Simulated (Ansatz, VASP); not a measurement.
**InBi3O: VASP beside Ansatz**

```
In Bi O
1.0
     3.92070    0.00000    0.00000
     0.00000    3.92070    0.00000
     0.00000    0.00000   16.59729
In Bi O
2 6 2
Direct
  0.50000 0.00000 0.93686
  0.00000 0.50000 0.06314
  0.50000 0.00000 0.68625
  0.00000 0.50000 0.56012
  0.00000 0.50000 0.80030
  0.00000 0.50000 0.31375
  0.50000 0.00000 0.43988
  0.50000 0.00000 0.19970
  0.50000 0.50000 0.00000
  0.00000 0.00000 0.00000
```

Alike in both runs: functional PBE; k mesh 8 × 8 × 2; occupations gaussian, width 0.1 eV; no spin polarisation.

Ansatz relaxed the structure, and its values are those at the end. VASP's run is a single point on that final structure, the one shown.

|  | VASP | Ansatz |
| --- | --- | --- |
| version | VASP 6.6.1 | Ansatz 0.2.0 |
| potentials or method | VASP PAW PBE potentials, release 64 (In_d, Bi_d, O), cutoff 520 eV | scalar-relativistic, plane waves, PAW |
| valence electrons in the cell | 128 | 128 |

|  | VASP | Ansatz | Ansatz less VASP |
| --- | --- | --- | --- |
| gap on the k mesh at the Fermi level (eV) | none | none | - |
| pressure (GPa) | 0.0 | 0.0 | -0.03 |
| rms of the force components (eV/Å) | 0.009 | 0.000 | -0.0091 |

A gap of «none» marks a metal or a gap that the smearing closes. The functional is the same, so the differences come from potentials, cutoffs and numerics.

Spin-orbit coupling is off throughout.
